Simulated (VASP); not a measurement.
Si2Ni: single point with PBEsol

The system is Si2Ni.

```xyz
3
Lattice="0.0000 2.6957 2.6957 2.6957 0.0000 2.6957 2.6957 2.6957 0.0000" Properties=species:S:1:pos:R:3 pbc="T T T"
Si    1.3479    1.3479    1.3479
Si    4.0436    4.0436    4.0436
Ni    0.0000    0.0000    0.0000
```

- Program: VASP 6.6.1
- Task: single point
- Functional: PBEsol
- Potentials or basis: VASP PAW PBE potentials, release 64 (Si, Ni)
- Cutoff: 520 eV
- k mesh: 16 × 16 × 16
- Occupations: gaussian, width 0.15 eV
- Spin: no spin polarisation
- Dipole correction: no
- Further INCAR settings: ALGO = Normal; EDIFF = 1e-06; NBANDS = 16

```
Pressure               : 0.0 GPa
Band gap on the k mesh : zero (bands 9 and 10 overlap by 2.13 eV)
```

Levels at points of the mesh, in eV from the Fermi level:
```tsv
k point	band 5	band 6	band 7	band 8	band 9	band 10	band 11	band 12	band 13	band 14
(0.00, 0.00, 0.00)	-3.56	-3.56	-0.20	1.73	1.73	1.73	2.24	2.24	2.24	4.73
(0.50, 0.00, 0.00)	-3.78	-3.38	-3.38	-1.46	-1.46	1.76	1.82	1.82	2.66	9.21
(0.50, 0.50, 0.00)	-4.56	-3.67	-3.67	-3.49	-3.15	-0.41	1.33	7.76	8.38	8.38
```

It took 53 s on 1 thread of AMD EPYC 9R45 96-Core Processor (Zen 5) (shared host), peak memory 0.19 GiB.

Caveat: the PAW data sets were made with another functional, which shifts forces and pressure a little. Spin polarisation is off, so any magnetic state and its effect on volume and gap are missing.
